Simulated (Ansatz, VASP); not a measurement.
CaO: VASP beside Ansatz

INCAR

```
  ALGO = Normal
  EDIFF = 1E-6
  ENCUT = 520
  GGA = PE
  ISIF = 2
  ISMEAR = -1
  LASPH = True
  LCHARG = False
  LREAL = False
  LWAVE = False
  NBANDS = 15
  NELM = 80
  PREC = Accurate
  SIGMA = 0.02
```

File KPOINTS:

```
k-points
0
Gamma
  10 10 10
```

File POSCAR:

```
CaO
1.0
    0.0107889633      2.3975473909      2.3975473909
    2.3975473909      0.0107889633      2.3975473909
    2.4083363542      2.4083363542      0.0000000000
Ca O
1 1
Direct
    0.0000000000      0.0000000000      0.0000000000
    0.5000000000      0.5000000000      0.5000000000
```

Input for Ansatz:

```yaml
crystal:
  lattice:
    - [0.0107889633, 2.3975473909, 2.3975473909]
    - [2.3975473909, 0.0107889633, 2.3975473909]
    - [2.4083363542, 2.4083363542, 0.0]
  atoms:
    - { symbol: Ca, position: [0.0, 0.0, 0.0] }
    - { symbol: O, position: [0.5, 0.5, 0.5] }
kpoints:
  mp_grid: { grid: [10, 10, 10] }
  band_path:
    path:
      - [0.0, 0.0, 0.0]
      - [0.5, 0.0, 0.5]
      - [0.625, 0.25, 0.625]
      - [0.375, 0.375, 0.75]
      - [0.5, 0.5, 0.5]
      - [0.5, 0.25, 0.75]
      - [0.5, 0.5, 0.0]
    npoints: 1
hamiltonian:
  xc: pbe
scf:
  occupations: { method: fermi_dirac, width: 0.02 }
  n_extra_bands: 4
output:
  forces: true
  stress: true
  eigenvalues: true
```

Change from the starting cell: shear_xy strain +0.9%.

Alike in both runs: task single point; functional PBE; k mesh 10 × 10 × 10; occupations fermi-dirac, width 0.02 eV; no spin polarisation.

```csv
,VASP,Ansatz
version,VASP 6.6.1,Ansatz 0.2.0
potentials or method,"VASP PAW PBE potentials, release 64 (Ca_sv, O)","plane waves, PAW"
plane-wave cutoff (eV),520,420
valence electrons in the cell,16,16
```

Ansatz gave:

| Item | Value |
| --- | --- |
| gap on the k mesh at the Fermi level (eV) | 3.64 |
| pressure (GPa) | 2.5 |
| traceless stress, the component that is largest in VASP (GPa) | -0.69 |

Q: What did VASP give for the same quantities?

A: gap on the k mesh at the Fermi level (eV): 3.62; pressure (GPa): 3.1; traceless stress, the component that is largest in VASP (GPa): -0.68.
